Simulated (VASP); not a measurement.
# CoO in VASP: a series of runs

Runs on CoO. Level: PBE. Tasks: electric field gradients.

Everything below comes from runs of VASP 6.6.1. Logs are shortened: lines on timing, memory, paths and dates and some standing lists are left out, and cuts for length are marked.

**1. The cell of the first run**

It takes space group I4/mmm (No. 139, tetragonal). The conventional cell has a = 3.014 Å, b = 3.014 Å, c = 4.135 Å, α = 90.00°, β = 90.00°, γ = 90.00°. Co (site symmetry 4/mmm) has 6 O at 2.07 to 2.13 Å within 2.7 Å. O (site symmetry 4/mmm) has 6 Co at 2.07 to 2.13 Å within 2.7 Å.

**2. Electric field gradients, PBE, collinear spin, ferromagnetic start (zz strain of -3 %)**

Contents of INCAR:

```
SYSTEM = CoO
  ALGO = Normal
  EDIFF = 1E-8
  ENCUT = 520
  GGA = PE
  ISIF = 2
  ISMEAR = -1
  ISPIN = 2
  LASPH = .True.
  LCHARG = .False.
  LEFG = .True.
  LMAXMIX = 4
  LORBIT = 11
  LREAL = .False.
  LWAVE = .False.
  MAGMOM = 2 0
  NBANDS = 18
  NELM = 150
  PREC = Accurate
  SIGMA = 0.05
```

Contents of KPOINTS:

```
k-points
0
Gamma
  16 16 16
  0 0 0
```

Contents of POSCAR:

```
CoO
1.0
    0.0000000000      2.1315000000      2.0675550000
    2.1315000000      0.0000000000      2.0675550000
    2.1315000000      2.1315000000      0.0000000000
Co O
1 1
Direct
    0.0000000000      0.0000000000      0.0000000000
    0.5000000000      0.5000000000      0.5000000000
```

Potentials or basis: VASP PAW PBE potentials, release 64 (Co, O).

The run is started by

```
$ cat potpaw_PBE.64/Co/POTCAR potpaw_PBE.64/O/POTCAR > POTCAR
$ mpirun -np 1 vasp_std > vasp.out
```

OUTCAR:

```text
SYSTEM = CoO
   EDIFF = 1E-8
   ENCUT = 520
   GGA = PE
   ISIF = 2
   ISMEAR = -1
   ISPIN = 2
   LASPH = .True.
   LORBIT = 11
   LREAL = .False.
   NELM = 150
   PREC = Accurate

 ion  position               nearest neighbor table
   1  0.000  0.000  0.000-   2 2.07   2 2.07   2 2.13   2 2.13   2 2.13   2 2.13
   2  0.500  0.500  0.500-   1 2.07   1 2.07   1 2.13   1 2.13   1 2.13   1 2.13

  LATTYP: Found a body centered tetragonal cell.
 ALAT       =     3.0143962082
 C/A-ratio  =     1.3717871555

  Lattice vectors:

 A1 = (   0.0000000000,  -2.1315000000,  -2.0675550000)
 A2 = (   0.0000000000,   2.1315000000,  -2.0675550000)
 A3 = (   2.1315000000,   0.0000000000,   2.0675550000)

Analysis of symmetry for initial positions (statically):
=====================================================================
 Subroutine PRICEL returns:
 Original cell was already a primitive cell.

 Routine SETGRP: Setting up the symmetry group for a
 body centered tetragonal supercell.

 Subroutine GETGRP returns: Found 16 space group operations
 (whereof 16 operations were pure point group operations)
 out of a pool of 16 trial point group operations.

The static configuration has the point symmetry D_4h.

Analysis of symmetry for dynamics (positions and initial velocities):
=====================================================================
 Subroutine PRICEL returns:
 Original cell was already a primitive cell.

 Routine SETGRP: Setting up the symmetry group for a
 body centered tetragonal supercell.

 Subroutine GETGRP returns: Found 16 space group operations
 (whereof 16 operations were pure point group operations)
 out of a pool of 16 trial point group operations.

The dynamic configuration has the point symmetry D_4h.

Analysis of structural, dynamic, and magnetic symmetry:
=====================================================================
 Subroutine PRICEL returns:
 Original cell was already a primitive cell.

 Routine SETGRP: Setting up the symmetry group for a
 body centered tetragonal supercell.

 Subroutine GETGRP returns: Found 16 space group operations
 (whereof 16 operations were pure point group operations)
 out of a pool of 16 trial point group operations.

The overall configuration has the point symmetry D_4h.

 Subroutine INISYM returns: Found 16 space group operations
 (whereof 16 operations are pure point group operations),
 and found     1 'primitive' translations

----------------------------------------------------------------------------------------

                                     Primitive cell

  volume of cell :      18.7870

  direct lattice vectors                    reciprocal lattice vectors
     0.000000000  2.131500000  2.067555000    -0.234576589  0.234576589  0.241831535
     2.131500000  0.000000000  2.067555000     0.234576589 -0.234576589  0.241831535
     2.131500000  2.131500000  0.000000000     0.234576589  0.234576589 -0.241831535

  length of vectors
     2.969524529  2.969524529  3.014396208     0.410529955  0.410529955  0.410529955

  position of ions in fractional coordinates (direct lattice)
     0.000000000  0.000000000  0.000000000
     0.500000000  0.500000000  0.500000000

  ion indices of the primitive-cell ions
   primitive index   ion index
                 1           1
                 2           2

----------------------------------------------------------------------------------------

 KPOINTS: k-points

Automatic generation of k-mesh.
 Grid dimensions read from file:
 generate k-points for:   16   16   16

 Generating k-lattice:

  Cartesian coordinates                     Fractional coordinates (reciprocal lattice)
[... 59 lines left out ...]
   NELM   =    150;   NELMIN=  2; NELMDL= -5     # of ELM steps
   EDIFF  = 0.1E-07   stopping-criterion for ELM
   LREAL  =      F    real-space projection
   EDIFFG = 0.1E-06   stopping-criterion for IOM
   NSW    =      0    number of steps for IOM
   IBRION =     -1    ionic relax: 0-MD 1-quasi-New 2-CG
   NFREE  =      0    steps in history (QN), initial steepest desc. (CG)
   ISIF   =      2    stress and relaxation
   ISYM   =      2    0-nonsym 1-usesym 2-fastsym
   POTIM  = 0.5000    time-step for ionic-motion
   TEBEG  =    0.0;   TEEND  =   0.0 temperature during run
   PSTRESS=    0.0 pullay stress
   NELECT =      15.0000    total number of electrons
   NUPDOWN=      -1.0000    fix difference up-down
   EMIN   =  10.00;   EMAX   =-10.00  energy-range for DOS
   EFERMI =   0.00;   METHOD = LEGACY
   ISMEAR =    -1;   SIGMA  =   0.05  broadening in eV -4-tet -1-fermi 0-gaus
   EFERMI_NEDOS =   21; number of points for ismear=-14 and -15
   IALGO  =     38    algorithm
   IMIX   =      4    mixing-type and parameters
     AMIX     =   0.40;   BMIX     =  1.00
     AMIX_MAG =   1.60;   BMIX_MAG =  1.00
  volume/ion in A,a.u.               =       9.39        63.39
  Fermi-wavevector in a.u.,A,eV,Ry     =   1.518749  2.870019 31.383178  2.306599
  Thomas-Fermi vector in A             =   2.627828
   LORBIT       =     11    0 simple, 1 ext, 2 COOP (PROOUT), +10 PAW based schemes
   GGA     = PE    functional components
   LHFCALC =     F    Hartree Fock is set to
   AEXX    =    0.0000 exact exchange contribution
   IVDW    =     0    specifies the selected vdW correction
   LEPSILON=     F    determine dielectric tensor
   LRPA    =     F    only Hartree local field effects (RPA)
 spin polarized calculation
  energy-cutoff  :      520.00
  volume of cell :       18.79
 maximum number of plane-waves:       531
 NGX is ok and might be reduce to    24
   NGX = 11   NGY = 11   NGZ = 11

 number of electron      15.0000002 magnetization       2.7960203

 Free energy of the ion-electron system (eV)
  ---------------------------------------------------
  ext. energy  EPLUGINS =         0.00000000
  ---------------------------------------------------
  free energy    TOTEN  =       -13.05995567 eV

  energy without entropy =      -13.02521449  energy(sigma->0) =      -13.04258508

 E-fermi :   8.3127     XC(G=0): -12.5693

 val. band max:        8.3110930999   @ k =   0.3750   0.1875   0.0000
 cond. band min:       8.3156753656   @ k =  -0.4375   0.1875   0.3750
 fundamental gap:      0.0045822656
 Fermi energy:         8.3127134010

 spin component 1

 k-point     1 :       0.0000    0.0000    0.0000
  band No.  band energies     occupation
      1     -12.1584      1.00000
      2       4.9892      1.00000
      3       5.0657      1.00000
      4       5.0881      1.00000
      5       5.0881      1.00000
      6       5.0892      1.00000
[... 493 lines left out ...]
     17      32.3544      0.00000
     18      35.1277      0.00000

 [... further k-points ...]

 spin component 2

 k-point     1 :       0.0000    0.0000    0.0000
  band No.  band energies     occupation
      1     -11.6977      1.00000
      2       5.4681      1.00000
      3       5.6204      1.00000
      4       5.6204      1.00000
      5       7.1141      1.00000
      6       7.1142      1.00000
[... 493 lines left out ...]
     17      33.2289      0.00000
     18      35.9270      0.00000

 [... further k-points ...]

------------------------ aborting loop because EDIFF is reached ----------------------------------------

  FORCE on cell =-STRESS in cart. coord.  units (eV):
  Direction    XX          YY          ZZ          XY          YZ          ZX
  --------------------------------------------------------------------------------------
  -------------------------------------------------------------------------------------
  Total        0.2949513      0.2949513      0.3890806      0.0000000     -0.0000000      0.0000000
  in kB       25.1537733     25.1537733     33.1812251      0.0000000     -0.0000000      0.0000000
  external PRESSURE =      27.8295905 kB  Pullay stress =       0.0000000 kB

 VOLUME and BASIS-vectors are now :
 -----------------------------------------------------------------------------
  energy-cutoff  :      520.00
  volume of cell :       18.79
      direct lattice vectors                 reciprocal lattice vectors
     0.000000000  2.131500000  2.067555000    -0.234576589  0.234576589  0.241831535
     2.131500000  0.000000000  2.067555000     0.234576589 -0.234576589  0.241831535
     2.131500000  2.131500000  0.000000000     0.234576589  0.234576589 -0.241831535

 POSITION                                       TOTAL-FORCE (eV/Angst)
 -----------------------------------------------------------------------------------
      0.00000      0.00000      0.00000         0.000000     -0.000000      0.000000
      2.13150      2.13150      2.06756        -0.000000      0.000000      0.000000
 -----------------------------------------------------------------------------------
    total drift:                                0.000000     -0.000000     -0.000000

  FREE ENERGIE OF THE ION-ELECTRON SYSTEM (eV)
  ---------------------------------------------------
  free  energy   TOTEN  =       -13.0599556743 eV

  energy  without entropy=      -13.0252144884  energy(sigma->0) =      -13.04258508

 Electric field gradients (V/A^2)
---------------------------------------------------------------------
 ion       V_xx      V_yy      V_zz      V_xy      V_xz      V_yz
---------------------------------------------------------------------
   1      -9.447    -9.447    18.894     0.000     0.002     0.002
   2      -2.618    -2.618     5.236    -0.001    -0.002    -0.002
---------------------------------------------------------------------

 Electric field gradients after diagonalization (V/A^2)
 (convention: |V_zz| > |V_xx| > |V_yy|)
----------------------------------------------------------------------
 ion       V_xx      V_yy      V_zz     asymmetry (V_yy - V_xx)/ V_zz
----------------------------------------------------------------------
   1      -9.447    -9.447    18.894       0.000
   2      -2.619    -2.617     5.236       0.000
----------------------------------------------------------------------

           NMR quadrupolar parameters

 Cq : quadrupolar parameter    Cq=e*Q*V_zz/h
 eta: asymmetry parameters     (V_yy - V_xx)/ V_zz
 Q  : nuclear electric quadrupole moment in mb (millibarn)
----------------------------------------------------------------------
 ion       Cq(MHz)       eta       Q (mb)
----------------------------------------------------------------------
   1       0.046       0.000       1.000
   2       0.013       0.000       1.000
----------------------------------------------------------------------

 total charge

# of ion       s       p       d       tot
------------------------------------------
    1        0.302   0.375   7.173   7.850
    2        1.557   3.435   0.000   4.991
--------------------------------------------------
tot          1.859   3.810   7.173  12.842

 magnetization (x)

# of ion       s       p       d       tot
------------------------------------------
    1        0.021   0.018   2.438   2.478
    2        0.029   0.242   0.000   0.271
--------------------------------------------------
tot          0.050   0.260   2.438   2.749
```

It took 3 min on 1 thread of Intel Xeon Platinum 8488C (Sapphire Rapids), shared host; peak memory 0.3 GiB.

Results:

```
Free energy                                           : -13.0600 eV
Pressure                                              : 2.8 GPa
Net moment                                            : 2.80 μB per cell
Site moments                                          : Co +2.48; O +0.27 μB
Largest electric field gradient by atom               : Co +18.9; O +5.2 V/Å²
Valence electrons inside the program's atomic spheres : Co 7.85; O 4.99
```

Stress tensor (GPa, compression positive):
```
2.52 0.00 0.00
0.00 2.52 0.00
0.00 0.00 3.32
```

Electric field gradients, principal values (V/Å²):
```
atom   least  middle  greatest (by size)
1 Co  -9.447  -9.447              18.894
 2 O  -2.617  -2.619               5.236
```

Caveat: the cell differs from its parent crystal (zz strain of -3 %); without QUAD_EFG the Cq values of the log hold for a quadrupole moment of 1 mb, not for the nuclei; a cell with one magnetic atom can't hold antiferromagnetic order, which such compounds often take; semilocal functionals often make such compounds metallic where correlation or magnetic order opens a gap, which also shifts bond lengths.

**3. Electric field gradients, PBE, collinear spin, ferromagnetic start (zz strain of -2 %)**

Contents of INCAR:

```
  PREC = Accurate
  ENCUT = 520
  EDIFF = 1E-8
  ISMEAR = -1
  SIGMA = 0.05
  LREAL = False
  LASPH = True
  NELM = 150
  ALGO = Normal
  ISIF = 2
  LWAVE = False
  LCHARG = False
  ISPIN = 2
  MAGMOM = 2 0
  LORBIT = 11
  LMAXMIX = 4
  GGA = PE
  LEFG = True
  NBANDS = 18
```

Contents of KPOINTS:

```
Automatic mesh
0
Gamma
  16 16 16
```

Contents of POSCAR:

```
CoO
1.0
    0.0000000000      2.1315000000      2.0888700000
    2.1315000000      0.0000000000      2.0888700000
    2.1315000000      2.1315000000      0.0000000000
Co O
1 1
Direct
    0.0000000000      0.0000000000      0.0000000000
    0.5000000000      0.5000000000      0.5000000000
```

Potentials or basis: VASP PAW PBE potentials, release 64 (Co, O).

The run is started by

```
$ cat potpaw_PBE.64/Co/POTCAR potpaw_PBE.64/O/POTCAR > POTCAR
$ mpirun -np 1 vasp_std > vasp.out
```

OUTCAR:

```text
PREC = Accurate
   ENCUT = 520
   EDIFF = 1E-8
   ISMEAR = -1
   LREAL = False
   LASPH = True
   NELM = 150
   ISIF = 2
   ISPIN = 2
   LORBIT = 11
   GGA = PE

 ion  position               nearest neighbor table
   1  0.000  0.000  0.000-   2 2.09   2 2.09   2 2.13   2 2.13   2 2.13   2 2.13
   2  0.500  0.500  0.500-   1 2.09   1 2.09   1 2.13   1 2.13   1 2.13   1 2.13

  LATTYP: Found a body centered tetragonal cell.
 ALAT       =     3.0143962082
 C/A-ratio  =     1.3859292911

[... 1254 lines left out ...]
   2      -1.767    -1.767     3.534    -0.002    -0.002    -0.002
---------------------------------------------------------------------

 Electric field gradients after diagonalization (V/A^2)
 (convention: |V_zz| > |V_xx| > |V_yy|)
----------------------------------------------------------------------
 ion       V_xx      V_yy      V_zz     asymmetry (V_yy - V_xx)/ V_zz
----------------------------------------------------------------------
   1      -6.373    -6.372    12.745       0.000
   2      -1.769    -1.765     3.534       0.001
----------------------------------------------------------------------

           NMR quadrupolar parameters

 Cq : quadrupolar parameter    Cq=e*Q*V_zz/h
 eta: asymmetry parameters     (V_yy - V_xx)/ V_zz
 Q  : nuclear electric quadrupole moment in mb (millibarn)
----------------------------------------------------------------------
 ion       Cq(MHz)       eta       Q (mb)
----------------------------------------------------------------------
   1       0.031       0.000       1.000
   2       0.009       0.001       1.000
----------------------------------------------------------------------

 total charge

# of ion       s       p       d       tot
------------------------------------------
    1        0.299   0.368   7.161   7.828
    2        1.556   3.431   0.000   4.987
--------------------------------------------------
tot          1.855   3.799   7.161  12.815

 magnetization (x)

# of ion       s       p       d       tot
------------------------------------------
    1        0.021   0.018   2.470   2.509
    2        0.029   0.252   0.000   0.281
--------------------------------------------------
tot          0.050   0.270   2.470   2.790
```

Wall time 2.7 min (1 thread of Intel Xeon Platinum 8488C (Sapphire Rapids), shared host); peak memory 0.3 GiB.

Results:

* Free energy: -13.0629 eV
* Pressure: 1.0 GPa
* Net moment: 2.84 μB per cell
* Site moments: Co +2.51; O +0.28 μB
* Largest electric field gradient by atom: Co +12.7; O +3.5 V/Å²
* Valence electrons inside the program's atomic spheres: Co 7.83; O 4.99

Levels at points of the mesh, in eV from the Fermi level:
Spin up:
```csv
k point,band 6,band 7,band 8,band 9,band 10,band 11,band 12,band 13
"(0.00, 0.00, 0.00)",-3.18,-3.12,-3.12,-2.91,1.11,16.92,18.26,18.26
"(0.50, 0.00, 0.00)",-2.27,-1.74,0.10,0.23,5.11,9.52,13.34,13.81
"(0.50, 0.50, 0.00)",-2.84,-2.35,-2.06,-2.06,6.01,10.11,11.64,15.80
"(0.50, 0.00, 0.50)",-2.90,-2.35,-2.04,-1.93,6.00,9.85,11.85,15.88
```
Spin down:
| k point | band 3 | band 4 | band 5 | band 6 | band 7 | band 8 | band 9 | band 10 |
| --- | --- | --- | --- | --- | --- | --- | --- | --- |
| (0.00, 0.00, 0.00) | -2.63 | -2.63 | -1.16 | -1.16 | -1.09 | -0.01 | 0.07 | 1.64 |
| (0.50, 0.00, 0.00) | -4.80 | -4.73 | -0.17 | -0.10 | 0.18 | 2.70 | 2.77 | 5.39 |
| (0.50, 0.50, 0.00) | -3.97 | -3.97 | -2.30 | 0.13 | 0.13 | 0.60 | 0.98 | 6.85 |
| (0.50, 0.00, 0.50) | -4.00 | -3.83 | -2.29 | 0.08 | 0.15 | 0.49 | 1.03 | 6.84 |

Electric field gradients, principal values (V/Å²):
| atom | least | middle | greatest (by size) |
| --- | --- | --- | --- |
| 1 Co | -6.372 | -6.373 | 12.745 |
| 2 O | -1.765 | -1.769 | 3.534 |

Caveat: the cell differs from its parent crystal (zz strain of -2 %); without QUAD_EFG the Cq values of the log hold for a quadrupole moment of 1 mb, not for the nuclei; a cell with one magnetic atom can't hold antiferromagnetic order, which such compounds often take; semilocal functionals often make such compounds metallic where correlation or magnetic order opens a gap, which also shifts bond lengths.

(Continued in part 2 of 2.)
